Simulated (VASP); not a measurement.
## Si5C: single point with PBE

The system is Si5C.

```
Si C
1.0
     3.10618    0.00000    0.00000
    -1.55309    2.69003    0.00000
     0.00000    0.00000   13.85313
Si C
5 1
Direct
  0.33333 0.66667 0.58480
  0.33333 0.66667 0.00000
  0.33333 0.66667 0.41520
  0.66667 0.33333 0.70251
  0.66667 0.33333 0.29749
  0.66667 0.33333 0.00000
```

```yaml
Program: VASP 6.6.1
Task: single point
Functional: PBE
Potentials_or_basis: VASP PAW PBE potentials, release 64 (Si, C)
Cutoff: 520 eV
k_mesh: 6 × 6 × 2
Occupations: gaussian, width 0.1 eV
Spin: no spin polarisation
Dipole_correction: no
Further_INCAR_settings: ALGO = Normal; EDIFF = 1e-06; NBANDS = 21
```

```json
{"Pressure": "-0.1 GPa", "Largest force": "0.020 eV/Å", "Band gap on the k mesh": "zero (bands 12 and 13 overlap by 4.99 eV)"}
```

Forces on the atoms (eV/Å):
```
Si   0.000  0.000  0.017
Si   0.000  0.000  0.000
Si   0.000  0.000 -0.017
Si   0.000  0.000 -0.020
Si   0.000  0.000  0.020
C    0.000  0.000  0.000
```

Stress tensor (GPa, compression positive):
```
-0.03  0.00  0.00
 0.00 -0.03  0.00
 0.00  0.00 -0.12
```

Levels at points of the mesh, in eV from the Fermi level:
```csv
k point,band 10,band 11,band 12,band 13,band 14,band 15
"(0.00, 0.00, 0.00)",1.09,2.52,3.40,3.40,3.98,3.98
"(0.50, 0.00, 0.00)",-2.06,-1.33,-0.33,0.24,0.81,0.83
"(0.00, 0.00, 0.50)",0.56,3.40,3.40,3.48,3.98,3.98
"(0.50, 0.00, 0.50)",-1.81,-1.61,-0.27,0.24,0.81,0.88
```

Run time: 16 s on 1 thread of Intel(R) Xeon(R) 6975P-C (Granite Rapids) (shared host), peak memory 0.23 GiB.

Caveat: the k points lie up to 0.39 Å⁻¹ apart, too coarse for converged energies and pressures of a metal.
